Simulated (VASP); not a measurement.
# Li5H in VASP: a series of runs

The runs below take Li5H through single point, with r2SCAN.

Everything below comes from runs of VASP 6.6.1. Logs are shortened: lines on timing, memory, paths and dates and some standing lists are left out, and cuts for length are marked.

## Step 1: The cell of the first run

The cell holds a slab with vacuum, 6 atoms: a = 3.477 Å, b = 3.477 Å, c = 25.954 Å, α = 90.00°, β = 90.00°, γ = 90.00°.

## Step 2: Single point, r2SCAN

The input, POSCAR:

```
Li5H
1.0
    3.4770929275      0.0000000000      0.0000000000
    0.0000000000      3.4770929275      0.0000000000
    0.0000000000      0.0000000000     25.9541858549
Li H
5 1
Direct
    0.5000000000      0.5000000000      0.3275001592
    0.0000000000      0.0000000000      0.3944853644
    0.5000000000      0.5000000000      0.4625137160
    0.0000000000      0.0000000000      0.5291192316
    0.5000000000      0.5000000000      0.6172933538
    0.5000000000      0.5000000000      0.6818489346
```

The input, INCAR.step1:

```
SYSTEM = Li5H
  PREC = Accurate
  ENCUT = 520
  ISMEAR = 0
  SIGMA = 0.1
  LREAL = .FALSE.
  LASPH = .TRUE.
  NELM = 60
  LDIPOL = .TRUE.
  IDIPOL = 3
  DIPOL = 0.5 0.5 0.502
  NBANDS = 17
  GGA = PE
  ALGO = Normal
  EDIFF = 1E-4
  LWAVE = .TRUE.
  LCHARG = .FALSE.
```

The input, INCAR.step2:

```
SYSTEM = Li5H
  PREC = Accurate
  ENCUT = 520
  EDIFF = 1E-7
  ISMEAR = 0
  SIGMA = 0.1
  LREAL = .FALSE.
  LASPH = .TRUE.
  NELM = 60
  ALGO = Normal
  ISIF = 2
  LWAVE = .FALSE.
  LCHARG = .TRUE.
  LDIPOL = .TRUE.
  IDIPOL = 3
  DIPOL = 0.5 0.5 0.502
  METAGGA = R2SCAN
  LMIXTAU = .TRUE.
  LELF = .TRUE.
  LVHAR = .TRUE.
  LVACPOTAV = .TRUE.
  NBANDS = 17
  ISTART = 1
```

The input, KPOINTS:

```
regular mesh
0
G
  8 8 1
  0 0 0
```

Potentials or basis: VASP PAW PBE potentials, release 64 (Li_sv, H).

On the command line:

```sh
> cat potpaw_PBE.64/Li_sv/POTCAR potpaw_PBE.64/H/POTCAR > POTCAR
> cp INCAR.step1 INCAR
> mpirun -np 1 vasp_std > vasp.out
> cp INCAR.step2 INCAR
> mpirun -np 1 vasp_std > vasp.out
```

OUTCAR:

```text
SYSTEM = Li5H
   PREC = Accurate
   ENCUT = 520
   EDIFF = 1E-7
   ISMEAR = 0
   LREAL = .FALSE.
   LASPH = .TRUE.
   NELM = 60
   ISIF = 2
   METAGGA = R2SCAN
   ISTART = 1

 ion  position               nearest neighbor table
   1  0.500  0.500  0.328-
   2  0.000  0.000  0.394-
   3  0.500  0.500  0.463-
   4  0.000  0.000  0.529-
   5  0.500  0.500  0.617-   6 1.68
   6  0.500  0.500  0.682-   5 1.68

  LATTYP: Found a simple tetragonal cell.
 ALAT       =     3.4770929275
 C/A-ratio  =     7.4643348326

  Lattice vectors:

 A1 = (   3.4770929275,   0.0000000000,   0.0000000000)
 A2 = (   0.0000000000,   3.4770929275,   0.0000000000)
 A3 = (   0.0000000000,   0.0000000000,  25.9541858549)

Analysis of symmetry for initial positions (statically):
=====================================================================
 Subroutine PRICEL returns:
 Original cell was already a primitive cell.

 Routine SETGRP: Setting up the symmetry group for a
 simple tetragonal supercell.

 Subroutine GETGRP returns: Found  8 space group operations
 (whereof  8 operations were pure point group operations)
 out of a pool of 16 trial point group operations.

The static configuration has the point symmetry C_4v.

Analysis of symmetry for dynamics (positions and initial velocities):
=====================================================================
 Subroutine PRICEL returns:
 Original cell was already a primitive cell.

 Routine SETGRP: Setting up the symmetry group for a
 simple tetragonal supercell.

 Subroutine GETGRP returns: Found  8 space group operations
 (whereof  8 operations were pure point group operations)
 out of a pool of 16 trial point group operations.

The dynamic configuration has the point symmetry C_4v.

 Subroutine INISYM returns: Found  8 space group operations
 (whereof  8 operations are pure point group operations),
 and found     1 'primitive' translations

----------------------------------------------------------------------------------------

                                     Primitive cell

  volume of cell :     313.7907

  direct lattice vectors                    reciprocal lattice vectors
     3.477092928  0.000000000  0.000000000     0.287596570  0.000000000  0.000000000
     0.000000000  3.477092928  0.000000000     0.000000000  0.287596570  0.000000000
     0.000000000  0.000000000 25.954185855     0.000000000  0.000000000  0.038529430

  length of vectors
     3.477092928  3.477092928 25.954185855     0.287596570  0.287596570  0.038529430

  position of ions in fractional coordinates (direct lattice)
     0.500000000  0.500000000  0.327500159
     0.000000000  0.000000000  0.394485364
     0.500000000  0.500000000  0.462513716
     0.000000000  0.000000000  0.529119232
     0.500000000  0.500000000  0.617293354
     0.500000000  0.500000000  0.681848935

  ion indices of the primitive-cell ions
   primitive index   ion index
                 1           1
                 2           2
                 3           3
                 4           4
                 5           5
                 6           6

----------------------------------------------------------------------------------------

 KPOINTS: regular mesh

Automatic generation of k-mesh.
 Grid dimensions read from file:
 generate k-points for:    8    8    1

 Generating k-lattice:

  Cartesian coordinates                     Fractional coordinates (reciprocal lattice)
     0.035949571  0.000000000  0.000000000     0.125000000  0.000000000  0.000000000
     0.000000000  0.035949571  0.000000000     0.000000000  0.125000000  0.000000000
     0.000000000  0.000000000  0.038529430     0.000000000  0.000000000  1.000000000

  Length of vectors
     0.035949571  0.035949571  0.038529430

  Shift w.r.t. Gamma in fractional coordinates (k-lattice)
     0.000000000  0.000000000  0.000000000

 Subroutine IBZKPT returns following result:
 ===========================================

 Found     15 irreducible k-points:

 Following reciprocal coordinates:
            Coordinates               Weight
  0.000000  0.000000  0.000000      1.000000
  0.125000  0.000000  0.000000      4.000000
  0.250000  0.000000  0.000000      4.000000
  0.375000  0.000000  0.000000      4.000000
  0.500000  0.000000  0.000000      2.000000
  0.125000  0.125000  0.000000      4.000000
  0.250000  0.125000  0.000000      8.000000
  0.375000  0.125000  0.000000      8.000000
  0.500000  0.125000  0.000000      4.000000
  0.250000  0.250000  0.000000      4.000000
  0.375000  0.250000  0.000000      8.000000
  0.500000  0.250000  0.000000      4.000000
  0.375000  0.375000  0.000000      4.000000
  0.500000  0.375000  0.000000      4.000000
  0.500000  0.500000  0.000000      1.000000
   k-points           NKPTS =     15   k-points in BZ     NKDIM =     15   number of bands    NBANDS=     17
   number of dos      NEDOS =    301   number of ions     NIONS =      6
   total plane-waves  NPLWV = 153664
   dimension x,y,z NGX =    28 NGY =   28 NGZ =  196
   dimension x,y,z NGXF=    56 NGYF=   56 NGZF=  392
   ions per type =               5   1
   NGX,Y,Z   is equivalent  to a cutoff of  13.39, 13.39, 12.55 a.u.
   NGXF,Y,Z  is equivalent  to a cutoff of  26.77, 26.77, 25.11 a.u.
 SYSTEM =  Li5H
   PREC   = accura    normal or accurate (medium, high low for compatibility)
   ISTART =      1    job   : 0-new  1-cont  2-samecut
   ICHARG =      0    charge: 1-file 2-atom 10-const
   ISPIN  =      1    spin polarized calculation?
   LNONCOLLINEAR =      F non collinear calculations
   LSORBIT =      F    spin-orbit coupling
   LASPH  =      T    aspherical Exc in radial PAW
   ENCUT  =  520.0 eV  38.22 Ry    6.18 a.u.   6.47  6.47 48.26*2*pi/ulx,y,z
   NELM   =     60;   NELMIN=  2; NELMDL=  0     # of ELM steps
   EDIFF  = 0.1E-06   stopping-criterion for ELM
   LREAL  =      F    real-space projection
   EDIFFG = 0.1E-05   stopping-criterion for IOM
   NSW    =      0    number of steps for IOM
   IBRION =     -1    ionic relax: 0-MD 1-quasi-New 2-CG
   NFREE  =      0    steps in history (QN), initial steepest desc. (CG)
   ISIF   =      2    stress and relaxation
   ISYM   =      2    0-nonsym 1-usesym 2-fastsym
   POTIM  = 0.5000    time-step for ionic-motion
   TEBEG  =    0.0;   TEEND  =   0.0 temperature during run
   PSTRESS=    0.0 pullay stress
   NELECT =      16.0000    total number of electrons
   NUPDOWN=      -1.0000    fix difference up-down
   EMIN   =  10.00;   EMAX   =-10.00  energy-range for DOS
   EFERMI =   0.00;   METHOD = LEGACY
   ISMEAR =     0;   SIGMA  =   0.10  broadening in eV -4-tet -1-fermi 0-gaus
   EFERMI_NEDOS =   21; number of points for ismear=-14 and -15
   IALGO  =     38    algorithm
   IMIX   =      4    mixing-type and parameters
     AMIX     =   0.40;   BMIX     =  1.00
     AMIX_MAG =   1.60;   BMIX_MAG =  1.00
  volume/ion in A,a.u.               =      52.30       352.93
  Fermi-wavevector in a.u.,A,eV,Ry     =   0.607064  1.147186  5.014118  0.368527
  Thomas-Fermi vector in A             =   1.661389
   LORBIT       =      0    0 simple, 1 ext, 2 COOP (PROOUT), +10 PAW based schemes
   METAGGA = R2SCAN    functional components
   LHFCALC =     F    Hartree Fock is set to
   AEXX    =    0.0000 exact exchange contribution
   IVDW    =     0    specifies the selected vdW correction
   LEPSILON=     F    determine dielectric tensor
   LRPA    =     F    only Hartree local field effects (RPA)
 non-spin polarized calculation
 Gauss-broadening in eV      SIGMA  =   0.10
  energy-cutoff  :      520.00
  volume of cell :      313.79
 maximum number of plane-waves:      8529
 NGX is ok and might be reduce to    28
   NGX = 13   NGY = 13   NGZ = 97

 number of electron      16.0000038 magnetization

 dipolmoment           0.000000      0.000000      0.299954 electrons x Angstroem

 Free energy of the ion-electron system (eV)
  ---------------------------------------------------
  ext. energy  EPLUGINS =         0.00000000
  ---------------------------------------------------
  free energy    TOTEN  =       -13.09037544 eV

  energy without entropy =      -13.07873593  energy(sigma->0) =      -13.08455568

 E-fermi :  -3.2810     XC(G=0):  -3.2522

 val. band max:       -3.2966549701   @ k =   0.5000   0.2500   0.0000
 cond. band min:      -3.2491730079   @ k =   0.5000   0.1250   0.0000
 fundamental gap:      0.0474819623
 Fermi energy:        -3.2810330596

 k-point     1 :       0.0000    0.0000    0.0000
  band No.  band energies     occupation
      1     -52.2187      2.00000
      2     -51.7798      2.00000
      3     -51.4639      2.00000
      4     -51.4466      2.00000
      5     -50.9696      2.00000
      6      -6.7352      2.00000
[... 9 lines left out ...]
     16       3.1397      0.00000
     17       4.2889      0.00000

 k-point     2 :       0.1250    0.0000    0.0000
  band No.  band energies     occupation
      1     -52.2184      2.00000
      2     -51.7795      2.00000
      3     -51.4633      2.00000
      4     -51.4468      2.00000
      5     -50.9694      2.00000
      6      -6.5759      2.00000
[... 9 lines left out ...]
     16       3.3146      0.00000
     17       3.3561      0.00000

 k-point     3 :       0.2500    0.0000    0.0000
  band No.  band energies     occupation
      1     -52.2179      2.00000
      2     -51.7790      2.00000
      3     -51.4617      2.00000
      4     -51.4475      2.00000
      5     -50.9690      2.00000
      6      -6.0968      2.00000
[... 212 lines left out ...]
 k-point    14 :       0.5000    0.3750    0.0000
  band No.  band energies     occupation
      1     -52.2161      2.00000
      2     -51.7770      2.00000
      3     -51.4578      2.00000
      4     -51.4476      2.00000
      5     -50.9674      2.00000
      6      -3.0049      0.00009
[... 9 lines left out ...]
     16       1.4594      0.00000
     17       2.2689      0.00000

 k-point    15 :       0.5000    0.5000    0.0000
  band No.  band energies     occupation
      1     -52.2159      2.00000
      2     -51.7768      2.00000
      3     -51.4576      2.00000
      4     -51.4474      2.00000
      5     -50.9672      2.00000
      6      -2.8508      0.00000
[... 9 lines left out ...]
     16       0.8951      0.00000
     17       1.7818      0.00000

------------------------ aborting loop because EDIFF is reached ----------------------------------------

  FORCE on cell =-STRESS in cart. coord.  units (eV):
  Direction    XX          YY          ZZ          XY          YZ          ZX
  --------------------------------------------------------------------------------------
  -------------------------------------------------------------------------------------
  Total       -1.0317809     -1.0317809     -0.0061330      0.0000000      0.0000000      0.0000000
  in kB       -5.2681490     -5.2681490     -0.0313144      0.0000000      0.0000000      0.0000000
  external PRESSURE =      -3.5225375 kB  Pullay stress =       0.0000000 kB

 VOLUME and BASIS-vectors are now :
 -----------------------------------------------------------------------------
  energy-cutoff  :      520.00
  volume of cell :      313.79
      direct lattice vectors                 reciprocal lattice vectors
     3.477092928  0.000000000  0.000000000     0.287596570  0.000000000  0.000000000
     0.000000000  3.477092928  0.000000000     0.000000000  0.287596570  0.000000000
     0.000000000  0.000000000 25.954185855     0.000000000  0.000000000  0.038529430

 POSITION                                       TOTAL-FORCE (eV/Angst)
 -----------------------------------------------------------------------------------
      1.73855      1.73855      8.50000         0.000000      0.000000     -0.057015
      0.00000      0.00000     10.23855         0.000000      0.000000      0.098744
      1.73855      1.73855     12.00417         0.000000      0.000000     -0.027124
      0.00000      0.00000     13.73286        -0.000000      0.000000     -0.041456
      1.73855      1.73855     16.02135         0.000000     -0.000000      0.010969
      1.73855      1.73855     17.69683         0.000000      0.000000      0.015881
 -----------------------------------------------------------------------------------
    total drift:                                0.000000      0.000000      0.098205

  FREE ENERGIE OF THE ION-ELECTRON SYSTEM (eV)
  ---------------------------------------------------
  free  energy   TOTEN  =       -13.0903754359 eV

  energy  without entropy=      -13.0787359303  energy(sigma->0) =      -13.08455568

 vacuum level on the upper side and lower side of the slab         4.309        -0.181
```

Wall time 7.6 min (1 thread of Intel Xeon 6975P-C (Granite Rapids), shared host); peak memory 0.42 GiB.

What came out:

```yaml
Free_energy: -13.0904 eV
Largest_force: 0.099 eV/Å
Band_gap_on_the_k_mesh: zero (bands 8 and 9 overlap by 1.57 eV)
```

Forces in eV/Å, atoms in the order of the input:
```
Li   0.000  0.000 -0.057
Li   0.000  0.000  0.099
Li   0.000  0.000 -0.027
Li   0.000  0.000 -0.041
Li   0.000  0.000  0.011
H    0.000  0.000  0.016
```

Caveat: the cutoff is under 1.25 times the usual one of these potentials, so pressure, stress and relaxed cells hold a basis-set (Pulay) error; the PAW data sets were made with another functional, which shifts forces and pressure a little.

## Step 3: Single point, r2SCAN

The input, POSCAR:

```
Li5H
1.0
    3.4770929275      0.0000000000      0.0000000000
    0.0000000000      3.4770929275      0.0000000000
    0.0000000000      0.0000000000     25.9541858549
Li H
5 1
Direct
    0.5000000000      0.5000000000      0.3275001592
    0.0000000000      0.0000000000      0.3944853644
    0.5000000000      0.5000000000      0.4595522836
    0.0000000000      0.0000000000      0.5302563668
    0.5000000000      0.5000000000      0.5990861702
    0.0000000000      0.0000000000      0.6024660965
```

The input, INCAR.step1:

```
SYSTEM = Li5H
ALGO = Normal ; DIPOL = 0.5 0.5 0.486
EDIFF = 1E-4 ; ENCUT = 520
GGA = PE ; IDIPOL = 3
ISMEAR = 0 ; LASPH = .True.
LCHARG = .False. ; LDIPOL = .True.
LREAL = .False. ; LWAVE = .True.
NBANDS = 17 ; NELM = 100
PREC = Accurate ; SIGMA = 0.1
```

The input, INCAR.step2:

```
SYSTEM = Li5H
ALGO = Normal ; DIPOL = 0.5 0.5 0.486
EDIFF = 1E-7 ; ENCUT = 520
IDIPOL = 3 ; ISIF = 2
ISMEAR = 0 ; ISTART = 1
LASPH = .True. ; LCHARG = .False.
LDIPOL = .True. ; LMIXTAU = .True.
LREAL = .False. ; LWAVE = .False.
METAGGA = R2SCAN ; NBANDS = 17
NELM = 100 ; PREC = Accurate
SIGMA = 0.1
```

The input, KPOINTS:

```
k-points
0
Gamma
  8 8 1
  0 0 0
```

Potentials or basis: VASP PAW PBE potentials, release 64 (Li_sv, H).

On the command line:

```sh
> cat potpaw_PBE.64/Li_sv/POTCAR potpaw_PBE.64/H/POTCAR > POTCAR
> cp INCAR.step1 INCAR
> mpirun -np 1 vasp_std > vasp.out
> cp INCAR.step2 INCAR
> mpirun -np 1 vasp_std > vasp.out
```

OUTCAR:

```text
SYSTEM = Li5H
   EDIFF = 1E-7
   ENCUT = 520
   ISIF = 2
   ISMEAR = 0
   ISTART = 1
   LASPH = .True.
   LREAL = .False.
   METAGGA = R2SCAN
   NELM = 100
   PREC = Accurate

 ion  position               nearest neighbor table
   1  0.500  0.500  0.328-
   2  0.000  0.000  0.394-
   3  0.500  0.500  0.460-
   4  0.000  0.000  0.530-
   5  0.500  0.500  0.599-
   6  0.000  0.000  0.602-

  LATTYP: Found a simple tetragonal cell.
 ALAT       =     3.4770929275
 C/A-ratio  =     7.4643348326

  Lattice vectors:

 A1 = (   3.4770929275,   0.0000000000,   0.0000000000)
 A2 = (   0.0000000000,   3.4770929275,   0.0000000000)
 A3 = (   0.0000000000,   0.0000000000,  25.9541858549)

Analysis of symmetry for initial positions (statically):
=====================================================================
 Subroutine PRICEL returns:
 Original cell was already a primitive cell.

 Routine SETGRP: Setting up the symmetry group for a
 simple tetragonal supercell.

[... 174 lines left out ...]
 k-point     1 :       0.0000    0.0000    0.0000
  band No.  band energies     occupation
      1     -51.0607      2.00000
      2     -50.4490      2.00000
      3     -49.6659      2.00000
      4     -49.6097      2.00000
      5     -49.5975      2.00000
      6      -6.6085      2.00000
[... 277 lines left out ...]
      4     -49.6037      2.00000
      5     -49.5989      2.00000
      6      -4.1693      2.00000
[... 9 lines left out ...]
     16       2.6424      0.00000
     17       3.9217      0.00000

------------------------ aborting loop because EDIFF is reached ----------------------------------------

 vacuum level on the upper side and lower side of the slab       (xc-potential included)        -0.311         0.335

  FORCE on cell =-STRESS in cart. coord.  units (eV):
  Direction    XX          YY          ZZ          XY          YZ          ZX
  --------------------------------------------------------------------------------------
  -------------------------------------------------------------------------------------
  Total       -2.2145655     -2.2145655     -0.0900438      0.0000000      0.0000000      0.0000000
  in kB      -11.3073050    -11.3073050     -0.4597531      0.0000000      0.0000000      0.0000000
  external PRESSURE =      -7.6914544 kB  Pullay stress =       0.0000000 kB

 VOLUME and BASIS-vectors are now :
 -----------------------------------------------------------------------------
  energy-cutoff  :      520.00
  volume of cell :      313.79
      direct lattice vectors                 reciprocal lattice vectors
     3.477092928  0.000000000  0.000000000     0.287596570  0.000000000  0.000000000
     0.000000000  3.477092928  0.000000000     0.000000000  0.287596570  0.000000000
     0.000000000  0.000000000 25.954185855     0.000000000  0.000000000  0.038529430

 POSITION                                       TOTAL-FORCE (eV/Angst)
 -----------------------------------------------------------------------------------
      1.73855      1.73855      8.50000         0.000000     -0.000000      0.007252
      0.00000      0.00000     10.23855         0.000000     -0.000000      0.041781
      1.73855      1.73855     11.92731         0.000000     -0.000000     -0.047419
      0.00000      0.00000     13.76237         0.000000     -0.000000      0.034634
      1.73855      1.73855     15.54879         0.000000      0.000000     -0.032850
      0.00000      0.00000     15.63652         0.000000     -0.000000     -0.003397
 -----------------------------------------------------------------------------------
    total drift:                                0.000000      0.000000     -0.019210

  FREE ENERGIE OF THE ION-ELECTRON SYSTEM (eV)
  ---------------------------------------------------
  free  energy   TOTEN  =       -15.1434162466 eV

  energy  without entropy=      -15.1396655722  energy(sigma->0) =      -15.14154091

 vacuum level on the upper side and lower side of the slab         0.949         1.608
```

Run time: 7.2 min. Hardware: 1 thread of Intel Xeon 6975P-C (Granite Rapids), shared host; peak memory 0.44 GiB.

What came out:

```
Free energy            : -15.1434 eV
Largest force          : 0.047 eV/Å
Band gap on the k mesh : zero (bands 8 and 9 overlap by 1.01 eV)
```

Forces on the atoms (eV/Å):
```
Li   0.000  0.000  0.007
Li   0.000  0.000  0.042
Li   0.000  0.000 -0.047
Li   0.000  0.000  0.035
Li   0.000  0.000 -0.033
H    0.000  0.000 -0.003
```

Levels at points of the mesh, in eV from the Fermi level:
| k point | band 6 | band 7 | band 8 | band 9 | band 10 | band 11 |
| --- | --- | --- | --- | --- | --- | --- |
| (0.00, 0.00, 0.00) | -5.12 | -3.38 | -2.06 | -0.35 | 1.20 | 2.18 |
| (0.50, 0.00, 0.00) | -4.03 | -1.04 | -0.84 | -0.41 | 0.12 | 2.43 |
| (0.50, 0.50, 0.00) | -2.68 | 0.60 | 0.60 | 1.51 | 1.51 | 3.21 |

Caveat: the cutoff is under 1.25 times the usual one of these potentials, so pressure, stress and relaxed cells hold a basis-set (Pulay) error; the PAW data sets were made with another functional, which shifts forces and pressure a little.
